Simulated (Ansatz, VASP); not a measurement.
## TiO2 in VASP and in Ansatz

```
Ti O
1.0
     0.00000    2.34889    2.41004
     2.34889    0.00000    2.41004
     2.34889    2.34889    0.00000
Ti O
1 2
Direct
  0.00000 0.00000 0.00000
  0.25000 0.25000 0.25000
  0.75000 0.75000 0.75000
```

Change from the starting cell: epitaxial_xy strain -2.0%.

Alike in both runs: task single point; functional PBE; k mesh 10 × 10 × 10; occupations fermi-dirac, width 0.02 eV; no spin polarisation.

|  | VASP | Ansatz |
| --- | --- | --- |
| version | VASP 6.6.1 | Ansatz 0.2.0 |
| potentials or method | VASP PAW PBE potentials, release 64 (Ti_sv, O) | plane waves, PAW |
| plane-wave cutoff (eV) | 520 | 420 |
| valence electrons in the cell | 24 | 24 |

```csv
,VASP,Ansatz,Ansatz less VASP
gap on the k mesh at the Fermi level (eV),0.97,0.99,+0.019
pressure (GPa),17.2,16.2,-0.96
"traceless stress, the component that is largest in VASP (GPa)",-9.73,-9.78,-0.056
```

With one functional, cell and mesh, what is left measures potentials, basis and numerics.
